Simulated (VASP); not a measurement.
A run of VASP 6.6.1:

File INCAR:

```
PREC = Accurate
ENCUT = 520
EDIFF = 1E-7
ISMEAR = 0
SIGMA = 0.02
LREAL = F
LASPH = T
NELM = 100
ALGO = Normal
ISIF = 2
LWAVE = F
LCHARG = F
GGA = PE
IVDW = 12
NBANDS = 38
```

File KPOINTS:

```
regular mesh
0
Gamma
  4 8 4
```

The input POSCAR:

```
Cl
1.0
    6.5420243293      0.0000000000      0.0000000000
    0.0000000000      4.0382652219      0.0000000000
    0.0000000000      0.0000000000      8.3349611710
Cl
8
Direct
    0.5000000000      0.3789916834      0.1085652338
    0.5000000000      0.8789916834      0.3914347662
    0.5000000000      0.6210083166      0.8914347662
    0.5000000000      0.1210083166      0.6085652338
    0.0000000000      0.8789916834      0.1085652338
    0.0000000000      0.3789916834      0.3914347662
    0.0000000000      0.1210083166      0.8914347662
    0.0000000000      0.6210083166      0.6085652338
```

Potentials or basis: VASP PAW PBE potentials, release 64 (Cl).

The run is started by

```console
$ cat potpaw_PBE.64/Cl/POTCAR > POTCAR
$ mpirun -np 1 vasp_std > vasp.out
```

Hardware: 1 thread of Intel(R) Xeon(R) Platinum 8488C (Sapphire Rapids), on a shared host.

Question: Estimate the wall time of this run.

Answer: Run time: 4.4 min on 1 thread of Intel(R) Xeon(R) Platinum 8488C (Sapphire Rapids), on a shared host, peak memory 0.43 GiB. Counts: scf iterations 14, k points 45.
